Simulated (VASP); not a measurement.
# La2O3 (P-3m1) in VASP: further runs, part 2 of 3

VASP 6.6.1. Earlier steps stand in the parts before.

### 4 Relaxation of cell and atoms, PBE

This run uses another cell than the first one, of 16.36 Å³/atom.

The input, INCAR:

```
SYSTEM = La2O3
PREC     = Accurate       ! precision mode
ENCUT    = 600            ! plane-wave cutoff, eV
EDIFF    = 1E-6           ! SCF threshold, eV
ISMEAR   = -1             ! smearing method
SIGMA    = 0.05           ! smearing width, eV
LREAL    = .FALSE.        ! projectors in reciprocal space
LASPH    = .TRUE.         ! aspherical terms in the spheres
NELM     = 80             ! most SCF steps
ALGO     = Normal         ! electronic algorithm
ISIF     = 3              ! what is computed and relaxed
LWAVE    = .FALSE.        ! write WAVECAR
LCHARG   = .FALSE.        ! write CHGCAR
GGA      = PE             ! functional
IBRION   = 2              ! ionic algorithm
NSW      = 80             ! ionic steps
EDIFFG   = -0.01          ! ionic threshold
```

The input, KPOINTS:

```
regular mesh
0
G
  6 6 4
  0 0 0
```

The input, POSCAR:

```
La2O3
1.0
    3.9307778780      0.0000000000      0.0000000000
   -1.9653889390      3.4041534990      0.0000000000
    0.0000000000      0.0000000000      6.1119535200
La O
2 3
Direct
    0.3333333333      0.6666666667      0.2462356800
    0.6666666667      0.3333333333      0.7537643200
    0.0000000000      0.0000000000      0.0000000000
    0.3333333333      0.6666666667      0.6458906500
    0.6666666667      0.3333333333      0.3541093500
```

Started as:

```sh
> cat potpaw_PBE.64/La/POTCAR potpaw_PBE.64/O/POTCAR > POTCAR
> mpirun -np 1 vasp_std > vasp.out
```

It took 4.1 min on 1 thread of AMD EPYC 9R45 (Zen 5), shared host; peak memory 0.22 GiB.

The run converged. Its results:

```
Free energy                           : -41.8309 eV
Relaxed volume                        : 16.59 Å³/atom
Relaxed cell                          : a = 3.937 Å, b = 3.937 Å, c = 6.179 Å, α = 90.00°, β = 90.00°, γ = 120.00°
Space group after relaxing (to 0.1 Å) : P-3m1 (No. 164)
Energy gained by relaxing             : 1.1 meV/atom
Ionic steps                           : 11
Pressure after relaxing               : 0.0 GPa
Largest force after relaxing          : 0.009 eV/Å
Band gap on the k mesh                : 3.86 eV (least direct gap 3.98 eV)
```

Forces on the atoms (eV/Å):
```
La   0.000  0.000  0.006
La   0.000  0.000 -0.006
O    0.000  0.000  0.000
O    0.000  0.000 -0.009
O    0.000  0.000  0.009
```

The path:
```
step  energy change (eV)  largest force (eV/Å)  pressure (GPa)  volume (Å³)
   1              0.0000                0.0122            1.46        81.78
   2             -0.0010                0.1575           -1.29        83.57
   3             -0.0043                0.0853           -0.03        82.73
   4             -0.0052                0.0166           -0.03        82.83
   5             -0.0054                0.0264           -0.03        82.89
   6             -0.0054                0.0291           -0.01        82.90
   7             -0.0054                0.0389           -0.01        82.92
   8             -0.0054                0.0318           -0.02        82.90
   9             -0.0056                0.0244           -0.01        82.91
  10             -0.0056                0.0178            0.00        82.92
  11             -0.0057                0.0086           -0.01        82.93
```

Final structure:
```
CELL_PARAMETERS angstrom
3.93654 0.00000 0.00000
-1.96827 3.40914 0.00000
0.00000 0.00000 6.17938
ATOMIC_POSITIONS crystal
La 0.33333 0.66667 0.24718
La 0.66667 0.33333 0.75282
O 0.00000 0.00000 0.00000
O 0.33333 0.66667 0.64562
O 0.66667 0.33333 0.35438
```

Levels at points of the mesh, in eV from the valence-band top:
```tsv
k point	band 16	band 17	band 18	band 19	band 20	band 21	band 22	band 23	band 24
(0.00, 0.00, 0.00)	-2.07	-1.62	-0.34	-0.34	-0.09	4.28	4.62	4.62	5.08
(0.50, 0.00, 0.00)	-0.74	-0.71	-0.64	-0.40	-0.28	3.86	4.69	5.12	5.17
(0.00, 0.00, 0.50)	-1.87	-0.97	-0.75	-0.26	-0.26	4.67	4.74	4.74	4.89
(0.50, 0.00, 0.50)	-0.97	-0.94	-0.68	-0.35	0.00	4.38	4.60	5.02	5.15
```

Caveat: spin-orbit coupling is left out, which moves the levels of the heavy elements. A k mesh can miss the band edges.

### 5 Relaxation of cell and atoms, PBEsol

This run uses another cell than the first one, of 16.36 Å³/atom.

The input, INCAR:

```
SYSTEM = La2O3
ALGO     = Normal         ! electronic algorithm
EDIFF    = 1E-6           ! SCF threshold, eV
EDIFFG   = -0.01          ! ionic threshold
ENCUT    = 600            ! plane-wave cutoff, eV
GGA      = PS             ! functional
IBRION   = 2              ! ionic algorithm
ISIF     = 3              ! what is computed and relaxed
ISMEAR   = -1             ! smearing method
LASPH    = .TRUE.         ! aspherical terms in the spheres
LCHARG   = .FALSE.        ! write CHGCAR
LREAL    = .FALSE.        ! projectors in reciprocal space
LWAVE    = .FALSE.        ! write WAVECAR
NELM     = 80             ! most SCF steps
NSW      = 80             ! ionic steps
PREC     = Accurate       ! precision mode
SIGMA    = 0.05           ! smearing width, eV
```

The input, KPOINTS:

```
k-points
0
G
  6 6 4
  0 0 0
```

POSCAR is that of step 4.

Potentials or basis: VASP PAW PBE potentials, release 64 (La, O).

Started as:

```sh
> cat potpaw_PBE.64/La/POTCAR potpaw_PBE.64/O/POTCAR > POTCAR
> mpirun -np 1 vasp_std > vasp.out
```

OUTCAR:

```text
SYSTEM = La2O3
   EDIFF = 1E-6
   EDIFFG = -0.01
   ENCUT = 600
   GGA = PS
   IBRION = 2
   ISIF = 3
   ISMEAR = -1
   LASPH = .TRUE.
   LREAL = .FALSE.
   NELM = 80
   NSW = 80
   PREC = Accurate

 ion  position               nearest neighbor table
   1  0.333  0.667  0.246-   5 2.36   5 2.36   5 2.36   4 2.44   3 2.72   3 2.72   3 2.72
   2  0.667  0.333  0.754-   4 2.36   4 2.36   4 2.36   5 2.44   3 2.72   3 2.72   3 2.72
   3  0.000  0.000  0.000-   1 2.72   2 2.72   2 2.72   1 2.72   2 2.72   1 2.72
   4  0.333  0.667  0.646-   2 2.36   2 2.36   2 2.36   1 2.44
   5  0.667  0.333  0.354-   1 2.36   1 2.36   1 2.36   2 2.44

  LATTYP: Found a hexagonal cell.
 ALAT       =     3.9307778780
 C/A-ratio  =     1.5548966921

  Lattice vectors:

 A1 = (   3.9307778780,   0.0000000000,   0.0000000000)
 A2 = (  -1.9653889390,   3.4041534990,   0.0000000000)
 A3 = (   0.0000000000,   0.0000000000,   6.1119535200)

Analysis of symmetry for initial positions (statically):
=====================================================================
 Subroutine PRICEL returns:
 Original cell was already a primitive cell.

[... 175 lines left out ...]

------------------------ aborting loop because EDIFF is reached ----------------------------------------

  FORCE on cell =-STRESS in cart. coord.  units (eV):
  Direction    XX          YY          ZZ          XY          YZ          ZX
  --------------------------------------------------------------------------------------
  -------------------------------------------------------------------------------------
  Total       -1.7524606     -1.7524606     -1.5544537      0.0000000      0.0000000      0.0000000
  in kB      -34.3313718    -34.3313718    -30.4523411      0.0000000      0.0000000      0.0000000
  external PRESSURE =     -33.0383616 kB  Pullay stress =       0.0000000 kB
[... 98 lines left out ...]
  FREE ENERGIE OF THE ION-ELECTRON SYSTEM (eV)
  ---------------------------------------------------
  free  energy   TOTEN  =       -43.7173888787 eV

  energy  without entropy=      -43.7173888786  energy(sigma->0) =      -43.71738888

[... ionic steps 4 to 7 ...]

--------------------------------------- Ionic step        8  -------------------------------------------

 number of electron      40.0000002 magnetization

------------------------ aborting loop because EDIFF is reached ----------------------------------------
[... 73 lines left out ...]
--------------------------------------- Ionic step       10  -------------------------------------------

 number of electron      40.0000001 magnetization

 Free energy of the ion-electron system (eV)
  ---------------------------------------------------
  ext. energy  EPLUGINS =         0.00000000
  ---------------------------------------------------
  free energy    TOTEN  =       -43.71895321 eV

  energy without entropy =      -43.71895321  energy(sigma->0) =      -43.71895321

 E-fermi :   7.2053     XC(G=0): -10.8550

 val. band max:        6.0904474600   @ k =   0.5000   0.0000   0.5000
 cond. band min:       9.8752215419   @ k =   0.3333   0.3333   0.0000
 fundamental gap:      3.7847740819
 Fermi energy:         7.2053163363

 k-point     1 :       0.0000    0.0000    0.0000
  band No.  band energies     occupation
      1     -23.6015      2.00000
      2     -23.3148      2.00000
      3     -10.9033      2.00000
      4      -9.5685      2.00000
      5      -9.1279      2.00000
      6      -7.0688      2.00000
[... 669 lines left out ...]
  FREE ENERGIE OF THE ION-ELECTRON SYSTEM (eV)
  ---------------------------------------------------
  free  energy   TOTEN  =       -43.7189532073 eV

  energy  without entropy=      -43.7189532072  energy(sigma->0) =      -43.71895321

 reached required accuracy - stopping structural energy minimisation
```

Run time: 4 min. Hardware: 1 thread of AMD EPYC 9R45 (Zen 5), shared host; peak memory 0.22 GiB.

What came out:

```
Free energy                           : -43.7190 eV
Relaxed volume                        : 15.93 Å³/atom
Relaxed cell                          : a = 3.904 Å, b = 3.904 Å, c = 6.034 Å, α = 90.00°, β = 90.00°, γ = 120.00°
Space group after relaxing (to 0.1 Å) : P-3m1 (No. 164)
Energy gained by relaxing             : 4.4 meV/atom
Ionic steps                           : 10
Pressure after relaxing               : 0.0 GPa
Largest force after relaxing          : 0.006 eV/Å
Band gap on the k mesh                : 3.78 eV (least direct gap 3.87 eV)
```

Forces on the atoms (eV/Å):
```
La   0.000  0.000 -0.002
La   0.000  0.000  0.002
O    0.000  0.000  0.000
O    0.000  0.000  0.006
O    0.000  0.000 -0.006
```

The path:
```
step  energy change (eV)  largest force (eV/Å)  pressure (GPa)  volume (Å³)
   1              0.0000                0.1038           -3.30        81.78
   2              0.0052                0.3972            3.90        77.86
   3             -0.0203                0.1246           -0.08        79.90
   4             -0.0214                0.0209           -0.04        79.75
   5             -0.0215                0.0155           -0.02        79.69
   6             -0.0217                0.0166            0.04        79.65
   7             -0.0218                0.0170            0.07        79.61
   8             -0.0218                0.0140           -0.12        79.69
   9             -0.0218                0.0140           -0.07        79.67
  10             -0.0218                0.0058           -0.05        79.65
```

Final structure:
```xyz
5
Lattice="3.9043 0.0000 0.0000 -1.9521 3.3812 0.0000 0.0000 0.0000 6.0336" Properties=species:S:1:pos:R:3 pbc="T T T"
La    0.0000    2.2541    1.4802
La    1.9521    1.1271    4.5534
O    -1.9521    3.3812    6.0336
O     0.0000    2.2541    3.8975
O     1.9521    1.1271    2.1361
```

Levels at points of the mesh, in eV from the valence-band top:
| k point | band 17 | band 18 | band 19 | band 20 | band 21 | band 22 | band 23 | band 24 |
| --- | --- | --- | --- | --- | --- | --- | --- | --- |
| (0.00, 0.00, 0.00) | -1.76 | -0.43 | -0.43 | -0.16 | 4.32 | 4.58 | 4.58 | 5.26 |
| (0.50, 0.00, 0.00) | -0.76 | -0.67 | -0.42 | -0.32 | 3.82 | 4.80 | 5.33 | 5.36 |
| (0.00, 0.00, 0.50) | -1.07 | -0.87 | -0.32 | -0.32 | 4.78 | 4.78 | 4.78 | 5.10 |
| (0.50, 0.00, 0.50) | -0.97 | -0.77 | -0.37 | 0.00 | 4.46 | 4.67 | 5.22 | 5.38 |

Caveat: the PAW data sets were made with another functional, which shifts forces and pressure a little; spin-orbit coupling is left out, which moves the levels of the heavy elements.

[end of part 2 of 3]
